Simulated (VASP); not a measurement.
# BaTe (P1) in VASP: single point with PBE

Aim: the single point of BaTe with PBE.

All numbers are computed with VASP 6.6.1; they aren't measurements. Logs are shortened: lines on timing, memory, paths and dates and some standing lists are left out, and cuts for length are marked.

## (1) The cell of the first run

The typed cell holds 8 atoms: a = 9.645 Å, b = 9.645 Å, c = 4.822 Å, α = 60.00°, β = 60.00°, γ = 60.00°.

## (2) Single point, PBE

Contents of INCAR:

```
SYSTEM = BaTe
ALGO = Normal
EDIFF = 1E-6
ENCUT = 400
GGA = PE
GGA_COMPAT = .FALSE.
ISIF = 2
ISMEAR = 0
LASPH = .TRUE.
LCHARG = .FALSE.
LREAL = .FALSE.
LWAVE = .FALSE.
NBANDS = 42
NELM = 120
PREC = Accurate
SIGMA = 0.15
```

Contents of KPOINTS:

```
k-points
0
G
  2 2 2
  0 0 0
```

Contents of POSCAR:

```
BaTe
1.0
    0.0000000000      6.8200000000      6.8200000000
    6.8200000000      0.0000000000      6.8200000000
    3.4100000000      3.4100000000      0.0000000000
Ba Te
4 4
Direct
   -0.0129450147      0.0021743402      0.0025428152
    0.0121797654      0.4998104106     -0.0133527859
    0.5022728739     -0.0031567449      0.0006398827
    0.5069935484      0.5001894428      0.0047835777
    0.2453565249      0.2580317449      0.5014673021
    0.2465211144      0.7435423754      0.5241158358
    0.7535118035      0.2462286657      0.4885957478
    0.7440181085      0.7603607771      0.4723523460
```

Potentials or basis: VASP PAW PBE potentials, release 64 (Ba_sv, Te).

Command:

```sh
$ cat potpaw_PBE.64/Ba_sv/POTCAR potpaw_PBE.64/Te/POTCAR > POTCAR
$ mpirun -np 1 vasp_std > vasp.out
```

OUTCAR:

```text
SYSTEM = BaTe
   EDIFF = 1E-6
   ENCUT = 400
   GGA = PE
   ISIF = 2
   ISMEAR = 0
   LASPH = .TRUE.
   LREAL = .FALSE.
   NELM = 120
   PREC = Accurate

 ion  position               nearest neighbor table
   1  0.987  0.002  0.003-   8 3.31   7 3.32   7 3.35   6 3.40   5 3.51   6 3.55   3 4.71   4 4.72
                             3 4.75
   2  0.012  0.500  0.987-   6 3.26   5 3.30   5 3.35   8 3.44   7 3.49   8 3.58
   3  0.502  0.997  0.001-   8 3.26   7 3.41   8 3.42   5 3.46   6 3.47   5 3.49   1 4.71   1 4.75

   4  0.507  0.500  0.005-   7 3.33   8 3.40   6 3.42   6 3.43   5 3.44   7 3.49   1 4.72
   5  0.245  0.258  0.501-   2 3.30   2 3.35   4 3.44   3 3.46   3 3.49   1 3.51
   6  0.247  0.744  0.524-   2 3.26   1 3.40   4 3.42   4 3.43   3 3.47   1 3.55
   7  0.754  0.246  0.489-   1 3.32   4 3.33   1 3.35   3 3.41   4 3.49   2 3.49
   8  0.744  0.760  0.472-   3 3.26   1 3.31   4 3.40   3 3.42   2 3.44   2 3.58

  LATTYP: Found a base centered orthorhombic cell.
 ALAT       =     9.6449364954
 B/A-ratio  =     1.4142135624
 C/A-ratio  =     0.5000000000

  Lattice vectors:

 A1 = (  -3.4100000000,   3.4100000000,  -6.8200000000)
 A2 = (  -3.4100000000,   3.4100000000,   6.8200000000)
 A3 = (   3.4100000000,   3.4100000000,   0.0000000000)

Analysis of symmetry for initial positions (statically):
=====================================================================
 Subroutine PRICEL returns:
 Original cell was already a primitive cell.

 Routine SETGRP: Setting up the symmetry group for a
 base centered orthorhombic supercell.

 Subroutine GETGRP returns: Found  1 space group operations
 (whereof  1 operations were pure point group operations)
 out of a pool of  8 trial point group operations.

The static configuration has the point symmetry C_1 .

Analysis of symmetry for dynamics (positions and initial velocities):
=====================================================================
 Subroutine PRICEL returns:
 Original cell was already a primitive cell.

 Routine SETGRP: Setting up the symmetry group for a
 base centered orthorhombic supercell.

 Subroutine GETGRP returns: Found  1 space group operations
 (whereof  1 operations were pure point group operations)
 out of a pool of  8 trial point group operations.

The dynamic configuration has the point symmetry C_1 .

 Subroutine INISYM returns: Found  1 space group operations
 (whereof  1 operations are pure point group operations),
 and found     1 'primitive' translations

----------------------------------------------------------------------------------------

                                     Primitive cell

  volume of cell :     317.2146

  direct lattice vectors                    reciprocal lattice vectors
     0.000000000  6.820000000  6.820000000    -0.073313783  0.073313783  0.073313783
     6.820000000  0.000000000  6.820000000     0.073313783 -0.073313783  0.073313783
     3.410000000  3.410000000  0.000000000     0.146627566  0.146627566 -0.146627566

  length of vectors
     9.644936495  9.644936495  4.822468248     0.126983197  0.126983197  0.253966394

  position of ions in fractional coordinates (direct lattice)
     0.987054985  0.002174340  0.002542815
     0.012179765  0.499810411  0.986647214
     0.502272874  0.996843255  0.000639883
     0.506993548  0.500189443  0.004783578
     0.245356525  0.258031745  0.501467302
     0.246521114  0.743542375  0.524115836
     0.753511803  0.246228666  0.488595748
     0.744018109  0.760360777  0.472352346

  ion indices of the primitive-cell ions
   primitive index   ion index
                 1           1
                 2           2
                 3           3
                 4           4
                 5           5
                 6           6
                 7           7
                 8           8

----------------------------------------------------------------------------------------

 KPOINTS: k-points

Automatic generation of k-mesh.
 Grid dimensions read from file:
 generate k-points for:    2    2    2

 Generating k-lattice:

  Cartesian coordinates                     Fractional coordinates (reciprocal lattice)
    -0.036656891  0.036656891  0.036656891     0.500000000  0.000000000  0.000000000
     0.036656891 -0.036656891  0.036656891     0.000000000  0.500000000  0.000000000
     0.073313783  0.073313783 -0.073313783     0.000000000  0.000000000  0.500000000

  Length of vectors
     0.063491599  0.063491599  0.126983197

  Shift w.r.t. Gamma in fractional coordinates (k-lattice)
     0.000000000  0.000000000  0.000000000

 Subroutine IBZKPT returns following result:
 ===========================================

 Found      8 irreducible k-points:

 Following reciprocal coordinates:
            Coordinates               Weight
  0.000000  0.000000  0.000000      1.000000
  0.500000  0.000000  0.000000      1.000000
  0.000000  0.500000  0.000000      1.000000
  0.500000  0.500000  0.000000      1.000000
  0.000000  0.000000  0.500000      1.000000
  0.500000  0.000000  0.500000      1.000000
  0.000000  0.500000  0.500000      1.000000
  0.500000  0.500000  0.500000      1.000000
   k-points           NKPTS =      8   k-points in BZ     NKDIM =      8   number of bands    NBANDS=     42
   number of dos      NEDOS =    301   number of ions     NIONS =      8
   total plane-waves  NPLWV = 131072
   dimension x,y,z NGX =    64 NGY =   64 NGZ =   32
   dimension x,y,z NGXF=   128 NGYF=  128 NGZF=   64
   ions per type =               4   4
   NGX,Y,Z   is equivalent  to a cutoff of  11.03, 11.03, 11.03 a.u.
   NGXF,Y,Z  is equivalent  to a cutoff of  22.06, 22.06, 22.06 a.u.
 SYSTEM =  BaTe
   PREC   = accura    normal or accurate (medium, high low for compatibility)
   ISTART =      0    job   : 0-new  1-cont  2-samecut
   ICHARG =      2    charge: 1-file 2-atom 10-const
   ISPIN  =      1    spin polarized calculation?
   LNONCOLLINEAR =      F non collinear calculations
   LSORBIT =      F    spin-orbit coupling
   LASPH  =      T    aspherical Exc in radial PAW
   ENCUT  =  400.0 eV  29.40 Ry    5.42 a.u.  15.73 15.73  7.86*2*pi/ulx,y,z
   NELM   =    120;   NELMIN=  2; NELMDL= -5     # of ELM steps
   EDIFF  = 0.1E-05   stopping-criterion for ELM
   LREAL  =      F    real-space projection
[... 7 lines left out ...]
   TEBEG  =    0.0;   TEEND  =   0.0 temperature during run
   PSTRESS=    0.0 pullay stress
   NELECT =      64.0000    total number of electrons
   NUPDOWN=      -1.0000    fix difference up-down
   EMIN   =  10.00;   EMAX   =-10.00  energy-range for DOS
   EFERMI =   0.00;   METHOD = LEGACY
   ISMEAR =     0;   SIGMA  =   0.15  broadening in eV -4-tet -1-fermi 0-gaus
   EFERMI_NEDOS =   21; number of points for ismear=-14 and -15
   IALGO  =     38    algorithm
   IMIX   =      4    mixing-type and parameters
     AMIX     =   0.40;   BMIX     =  1.00
     AMIX_MAG =   1.60;   BMIX_MAG =  1.00
  volume/ion in A,a.u.               =      39.65       267.58
  Fermi-wavevector in a.u.,A,eV,Ry     =   0.960175  1.814468 12.543704  0.921936
  Thomas-Fermi vector in A             =   2.089436
   LORBIT       =      0    0 simple, 1 ext, 2 COOP (PROOUT), +10 PAW based schemes
   GGA     = PE    functional components
   LHFCALC =     F    Hartree Fock is set to
   AEXX    =    0.0000 exact exchange contribution
   IVDW    =     0    specifies the selected vdW correction
   LEPSILON=     F    determine dielectric tensor
   LRPA    =     F    only Hartree local field effects (RPA)
 non-spin polarized calculation
 Gauss-broadening in eV      SIGMA  =   0.15
  energy-cutoff  :      400.00
  volume of cell :      317.21
 maximum number of plane-waves:      5824
 NGX is ok and might be reduce to    64
   NGX = 31   NGY = 31   NGZ = 15

 number of electron      64.0000001 magnetization

 Free energy of the ion-electron system (eV)
  ---------------------------------------------------
  ext. energy  EPLUGINS =         0.00000000
  ---------------------------------------------------
  free energy    TOTEN  =       -33.60753630 eV

  energy without entropy =      -33.60753630  energy(sigma->0) =      -33.60753630

 E-fermi :   3.4853     XC(G=0):  -8.5479

 val. band max:        2.8255872812   @ k =   0.0000   0.0000   0.0000
 cond. band min:       4.1369650007   @ k =   0.0000   0.0000   0.5000
 fundamental gap:      1.3113777195
 Fermi energy:         3.4852612221

 k-point     1 :       0.0000    0.0000    0.0000
  band No.  band energies     occupation
      1     -24.0649      2.00000
      2     -24.0462      2.00000
      3     -24.0128      2.00000
      4     -23.9848      2.00000
      5      -9.8297      2.00000
      6      -9.8263      2.00000
[... 34 lines left out ...]
     41       7.1200      0.00000
     42       7.3573      0.00000

 k-point     2 :       0.5000    0.0000    0.0000
  band No.  band energies     occupation
      1     -24.0632      2.00000
      2     -24.0455      2.00000
      3     -24.0146      2.00000
      4     -23.9853      2.00000
      5      -9.6620      2.00000
      6      -9.6191      2.00000
[... 34 lines left out ...]
     41       7.8399      0.00000
     42       7.8960      0.00000

 k-point     3 :       0.0000    0.5000    0.0000
  band No.  band energies     occupation
      1     -24.0607      2.00000
      2     -24.0500      2.00000
      3     -24.0117      2.00000
      4     -23.9863      2.00000
      5      -9.6541      2.00000
      6      -9.6388      2.00000
[... 177 lines left out ...]
      4     -23.9801      2.00000
      5      -9.6653      2.00000
      6      -9.6479      2.00000
[... 34 lines left out ...]
     41       8.1585      0.00000
     42       8.1983      0.00000

 k-point     8 :       0.5000    0.5000    0.5000
  band No.  band energies     occupation
      1     -24.0536      2.00000
      2     -24.0419      2.00000
      3     -24.0058      2.00000
      4     -23.9799      2.00000
      5      -9.6699      2.00000
      6      -9.6564      2.00000
[... 34 lines left out ...]
     41       7.2690      0.00000
     42       7.2824      0.00000

------------------------ aborting loop because EDIFF is reached ----------------------------------------

  FORCE on cell =-STRESS in cart. coord.  units (eV):
  Direction    XX          YY          ZZ          XY          YZ          ZX
  --------------------------------------------------------------------------------------
  -------------------------------------------------------------------------------------
  Total        9.4913038     10.1010167      8.7911572      0.8797155     -0.0067421      0.0546556
  in kB       47.9383778     51.0178966     44.4020993      4.4432393     -0.0340530      0.2760529
  external PRESSURE =      47.7861246 kB  Pullay stress =       0.0000000 kB

 VOLUME and BASIS-vectors are now :
 -----------------------------------------------------------------------------
  energy-cutoff  :      400.00
  volume of cell :      317.21
      direct lattice vectors                 reciprocal lattice vectors
     0.000000000  6.820000000  6.820000000    -0.073313783  0.073313783  0.073313783
     6.820000000  0.000000000  6.820000000     0.073313783 -0.073313783  0.073313783
     3.410000000  3.410000000  0.000000000     0.146627566  0.146627566 -0.146627566

 POSITION                                       TOTAL-FORCE (eV/Angst)
 -----------------------------------------------------------------------------------
      0.02350      6.74039      6.74654        -0.179290      0.328478      0.445819
      6.77317      3.44753      3.49177         0.149438     -0.174849     -0.430015
      6.80065      3.42768     10.22397         0.114427     -0.382733     -0.152644
      3.42760      3.47401      6.86899        -0.021042     -0.236966     -0.088970
      3.46978      3.38333      3.43311        -0.301059      0.055772     -0.103835
      6.85819      3.46851      6.75223        -0.133336     -0.151510      0.464460
      3.34539      6.80506      6.81823         0.296892      0.083670      0.082476
      6.79638      6.68492     10.25986         0.073971      0.478138     -0.217291
 -----------------------------------------------------------------------------------
    total drift:                               -0.000018     -0.000206      0.000122

  FREE ENERGIE OF THE ION-ELECTRON SYSTEM (eV)
  ---------------------------------------------------
  free  energy   TOTEN  =       -33.6075362979 eV

  energy  without entropy=      -33.6075362977  energy(sigma->0) =      -33.60753630
```

Wall time 79 s (1 thread of Intel Xeon Platinum 8488C (Sapphire Rapids), shared host); peak memory 0.35 GiB.

What came out:

* Free energy: -33.6075 eV
* Pressure: 4.8 GPa
* Largest force: 0.582 eV/Å
* Band gap on the k mesh: 1.31 eV (least direct gap 1.36 eV)

Forces on the atoms (eV/Å):
```
Ba  -0.179  0.328  0.446
Ba   0.149 -0.175 -0.430
Ba   0.114 -0.383 -0.153
Ba  -0.021 -0.237 -0.089
Te  -0.301  0.056 -0.104
Te  -0.133 -0.152  0.464
Te   0.297  0.084  0.082
Te   0.074  0.478 -0.217
```

Caveat: the k points lie up to 0.65 Å⁻¹ apart; spin-orbit coupling is left out, which moves the levels of the heavy elements.
